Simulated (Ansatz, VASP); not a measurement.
One calculation of ZnS3, two programs

```
Zn S
1.0
     4.88693    0.00000    0.00000
    -2.44347    4.23221    0.00000
     0.00000    0.00000    3.74552
Zn S
1 3
Cartesian
  0.0000 0.0000 1.8728
  2.4435 0.0000 0.0000
  -1.2217 2.1161 0.0000
  1.2217 2.1161 0.0000
```

Alike in both runs: functional PBE; k mesh 12 × 12 × 12; occupations gaussian, width 0.1 eV; no spin polarisation.

Ansatz relaxed the structure, and its values are those at the end. VASP's run is a single point on that final structure, the one shown.

|  | VASP | Ansatz |
| --- | --- | --- |
| version | VASP 6.6.1 | Ansatz 0.2.0 |
| potentials or method | VASP PAW PBE potentials, release 64 (Zn, S), cutoff 520 eV | scalar-relativistic, plane waves, PAW |
| valence electrons in the cell | 30 | 30 |

```tsv
	VASP	Ansatz	Ansatz less VASP
gap on the k mesh at the Fermi level (eV)	none	none	-
pressure (GPa)	-0.1	0.0	+0.10
```

A gap of «none» marks a metal or a gap that the smearing closes. The functional is the same, so the differences come from potentials, cutoffs and numerics.
